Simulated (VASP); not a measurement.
A run of VASP 6.6.1 is set up as follows.

The input INCAR:

```
PREC     = Accurate       # precision mode
ENCUT    = 520            # plane-wave cutoff, eV
EDIFF    = 1E-6           # SCF threshold, eV
ISMEAR   = -1             # smearing method
SIGMA    = 0.1            # smearing width, eV
LREAL    = F              # projectors in reciprocal space
LASPH    = T              # aspherical terms in the spheres
NELM     = 60             # most SCF steps
ALGO     = Normal         # electronic algorithm
ISIF     = 2              # what is computed and relaxed
LWAVE    = F              # write WAVECAR
LCHARG   = F              # write CHGCAR
NBANDS   = 19             # bands
```

Contents of KPOINTS:

```
Automatic mesh
0
Gamma
  11 11 11
```

POSCAR

```
Ti
1.0
    0.0000000000      2.7500875779      2.7500875779
    2.7500875779      0.0000000000      2.7500875779
    2.7500875779      2.7500875779      0.0000000000
Ti
2
Direct
    0.1250000000      0.1250000000      0.1250000000
    0.8750000000      0.8750000000      0.8750000000
```

Potentials or basis: VASP PAW LDA potentials, release 64 (Ti_sv).

The run is started by

```sh
$ cat potpaw_LDA.64/Ti_sv/POTCAR > POTCAR
$ mpirun -np 1 vasp_std > vasp.out
```

Problem. Estimate the band gap on the k mesh.

Solution. Zero (band 12 reaches 6.04 eV, above the bottom of band 13 at 5.78 eV).

Problem. What does it give for the pressure?

Solution. -2.2 GPa.
